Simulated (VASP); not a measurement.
# Bi (Im-3m) in VASP: further runs, part 2 of 2

VASP 6.6.1. Earlier steps stand in the parts before.

### 4 Relaxation of cell and atoms, PBE, target pressure -0.57 GPa, at which the enthalpy is minimised

This run uses another cell than the first one, of 32.15 Å³/atom, 1.008 times its volume.

Input file INCAR:

```
  PREC = Accurate
  ENCUT = 600
  EDIFF = 1E-6
  ISMEAR = -1
  SIGMA = 0.05
  LREAL = False
  LASPH = True
  NELM = 60
  ALGO = Normal
  ISIF = 3
  LWAVE = False
  LCHARG = False
  GGA = PE
  IBRION = 2
  NSW = 60
  EDIFFG = -0.005
  PSTRESS = -5.699999999999999
```

Input file KPOINTS:

```
regular mesh
0
Gamma
  14 14 14
```

Input file POSCAR:

```
Bi
1.0
   -2.0030626190      2.0030626190      2.0030626190
    2.0030626190     -2.0030626190      2.0030626190
    2.0030626190      2.0030626190     -2.0030626190
Bi
1
Direct
    0.0000000000      0.0000000000      0.0000000000
```

Potentials or basis: VASP PAW PBE potentials, release 64 (Bi_d).

Started as:

```
$ cat potpaw_PBE.64/Bi_d/POTCAR > POTCAR
$ mpirun -np 1 vasp_std > vasp.out
```

OUTCAR:

```text
PREC = Accurate
   ENCUT = 600
   EDIFF = 1E-6
   ISMEAR = -1
   LREAL = False
   LASPH = True
   NELM = 60
   ISIF = 3
   GGA = PE
   IBRION = 2
   NSW = 60
   EDIFFG = -0.005
   PSTRESS = -5.699999999999999

 ion  position               nearest neighbor table
   1  0.000  0.000  0.000-

  LATTYP: Found a body centered cubic cell.
 ALAT       =     4.0061252380

  Lattice vectors:

 A1 = (  -2.0030626190,   2.0030626190,   2.0030626190)
 A2 = (   2.0030626190,  -2.0030626190,   2.0030626190)
 A3 = (   2.0030626190,   2.0030626190,  -2.0030626190)

Analysis of symmetry for initial positions (statically):
=====================================================================
 Subroutine PRICEL returns:
 Original cell was already a primitive cell.

 Routine SETGRP: Setting up the symmetry group for a
 body centered cubic supercell.

 Subroutine GETGRP returns: Found 48 space group operations
[... 9 lines left out ...]

 Routine SETGRP: Setting up the symmetry group for a
 body centered cubic supercell.

 Subroutine GETGRP returns: Found 48 space group operations
[... 11 lines left out ...]
                                     Primitive cell

  volume of cell :      32.1472

  direct lattice vectors                    reciprocal lattice vectors
    -2.003062619  2.003062619  2.003062619     0.000000000  0.249617758  0.249617758
     2.003062619 -2.003062619  2.003062619     0.249617758  0.000000000  0.249617758
     2.003062619  2.003062619 -2.003062619     0.249617758  0.249617758  0.000000000

  length of vectors
     3.469406227  3.469406227  3.469406227     0.353012819  0.353012819  0.353012819

  position of ions in fractional coordinates (direct lattice)
     0.000000000  0.000000000  0.000000000

  ion indices of the primitive-cell ions
   primitive index   ion index
                 1           1

----------------------------------------------------------------------------------------
[... 102 lines left out ...]
 non-spin polarized calculation
  energy-cutoff  :      600.00
  volume of cell :       32.15
 maximum number of plane-waves:      1096
   NGX = 13   NGY = 13   NGZ = 13

--------------------------------------- Ionic step        1  -------------------------------------------

 number of electron      15.0000003 magnetization

 Free energy of the ion-electron system (eV)
  ---------------------------------------------------
  ext. energy  EPLUGINS =         0.00000000
  ---------------------------------------------------
  free energy    TOTEN  =        -3.75170614 eV

  energy without entropy =       -3.74342901  energy(sigma->0) =       -3.74756757

------------------------ aborting loop because EDIFF is reached ----------------------------------------

  FORCE on cell =-STRESS in cart. coord.  units (eV):
  Direction    XX          YY          ZZ          XY          YZ          ZX
  --------------------------------------------------------------------------------------
  -------------------------------------------------------------------------------------
  Total       -0.1902016     -0.1902016     -0.1902016     -0.0000000     -0.0000000     -0.0000000
  in kB       -9.4794068     -9.4794068     -9.4794068     -0.0000000     -0.0000000     -0.0000000
  external PRESSURE =      -3.7794068 kB  Pullay stress =      -5.7000000 kB
[... 61 lines left out ...]
--------------------------------------- Ionic step        3  -------------------------------------------

 number of electron      15.0000001 magnetization

 Free energy of the ion-electron system (eV)
  ---------------------------------------------------
  ext. energy  EPLUGINS =         0.00000000
  ---------------------------------------------------
  free energy    TOTEN  =        -3.75293837 eV

  energy without entropy =       -3.74479093  energy(sigma->0) =       -3.74886465

 E-fermi :   7.5559     XC(G=0): -10.1775

 val. band max:        7.5487711555   @ k =   0.2143   0.2143   0.1429
 cond. band min:       7.5996044246   @ k =  -0.4286   0.4286   0.2143
 fundamental gap:      0.0508332691
 Fermi energy:         7.5558659796

 k-point     1 :       0.0000    0.0000    0.0000
  band No.  band energies     occupation
      1     -15.4101      2.00000
      2     -15.4101      2.00000
      3     -15.4101      2.00000
      4     -15.2915      2.00000
      5     -15.2915      2.00000
      6      -5.7409      2.00000
      7      12.5582      0.00000
      8      12.5582      0.00000
      9      12.5582      0.00000
     10      16.4314      0.00000
     11      18.0836      0.00000
[... 309 lines left out ...]
 k-point    24 :       0.3571    0.2857    0.0000
  band No.  band energies     occupation
      1     -15.4159      2.00000
      2     -15.3391      2.00000
      3     -15.3219      2.00000
      4     -15.2860      2.00000
      5     -15.2637      2.00000
      6      -2.3929      2.00000
      7       3.9783      2.00000
      8       5.0133      2.00000
      9       9.9271      0.00000
     10      15.9784      0.00000
     11      17.9736      0.00000

 [... further k-points ...]

------------------------ aborting loop because EDIFF is reached ----------------------------------------

  FORCE on cell =-STRESS in cart. coord.  units (eV):
  Direction    XX          YY          ZZ          XY          YZ          ZX
  --------------------------------------------------------------------------------------
  -------------------------------------------------------------------------------------
  Total       -0.1166190     -0.1166190     -0.1166190      0.0000000     -0.0000000      0.0000000
  in kB       -5.8590480     -5.8590480     -5.8590480      0.0000000     -0.0000000      0.0000000
  external PRESSURE =      -0.1590480 kB  Pullay stress =      -5.7000000 kB
[... 20 lines left out ...]
  energy  without entropy=       -3.7447909322  energy(sigma->0) =       -3.74886465

  enthalpy is  TOTEN    =        -3.8663917025 eV   P V=       -0.1134533312

 reached required accuracy - stopping structural energy minimisation
```

OSZICAR:

```text
N       E                     dE             d eps       ncg     rms          rms(c)
DAV:   1     0.110581141942E+03    0.11058E+03   -0.89018E+03  2288   0.173E+03
[... 19 lines left out ...]
       N       E                     dE             d eps       ncg     rms          rms(c)
DAV:   1    -0.375452247496E+01   -0.12938E-02   -0.41468E-02  2690   0.419E+00    0.209E-01
DAV:   2    -0.375318098984E+01    0.13415E-02   -0.22449E-03  2618   0.983E-01    0.837E-02
DAV:   3    -0.375294065130E+01    0.24034E-03   -0.10027E-03  3598   0.603E-01    0.863E-03
DAV:   4    -0.375293983976E+01    0.81154E-06   -0.11214E-05  2363   0.424E-02    0.489E-03
DAV:   5    -0.375293774828E+01    0.20915E-05   -0.12496E-05  2408   0.353E-02    0.250E-03
DAV:   6    -0.375293837125E+01   -0.62296E-06   -0.13412E-06  2302   0.152E-02
   3 F= -.38663917E+01 E0= -.38623180E+01  d E =-.316692E-03
```

Wall time 50 s (1 thread of Intel Xeon 6975P-C, shared host); peak memory 0.19 GiB.

What came out:

```yaml
Free_energy: -3.7529 eV
Relaxed_volume: 31.89 Å³/atom
Relaxed_cell: a = 3.460 Å, b = 3.460 Å, c = 3.460 Å, α = 109.47°, β = 109.47°, γ = 109.47°
Space_group_after_relaxing_to_0.05_Å: Im-3m (No. 229)
Energy_change_on_relaxing_the_enthalpy_is_what_falls: -1.2 meV/atom
Ionic_steps: 3
Pressure_after_relaxing: -0.6 GPa
```

Step by step:
```
step  energy change (eV)  largest force (eV/Å)  pressure (GPa)  volume (Å³)
   1              0.0000                0.0000           -0.95        32.15
   2             -0.0015                0.0000           -0.40        31.80
   3             -0.0012                0.0000           -0.59        31.89
```

Final structure:
```
CELL_PARAMETERS angstrom
-1.99770 1.99770 1.99770
1.99770 -1.99770 1.99770
1.99770 1.99770 -1.99770
ATOMIC_POSITIONS crystal
Bi 0.00000 0.00000 0.00000
```

Caveat: the cell is relaxed towards a set pressure, so the enthalpy falls and the energy may rise; spin-orbit coupling is left out, which moves the levels of the heavy elements.

### 5 Overview

```tsv
task	cell	cutoff (eV)	gap on the mesh (eV)	pressure (GPa)
single point	a = 3.460 Å, angles 109.5°, 1 atom	520	none	-0.6
relaxation of cell and atoms	relaxed to -0.57 GPa from a = 3.460 Å, angles 109.5°, 1 atom	600	none	-0.6
relaxation of cell and atoms	relaxed to -0.57 GPa from a = 3.469 Å, angles 109.5°, 1 atom	600	none	-0.6
```

Alike in all rows: level PBE; potentials or basis VASP PAW PBE potentials, release 64 (Bi_d); no spin polarisation; k mesh 14 × 14 × 14; smearing fermi-dirac 0.05 eV.

Caveats: spin-orbit coupling is left out, which moves the levels of the heavy elements; the cell is relaxed towards a set pressure, so the enthalpy falls and the energy may rise (some runs); the relaxation stopped at its first step, so nothing moved (some runs).

Total energies depend on the potentials used, so only differences within one code and one set of settings carry meaning.
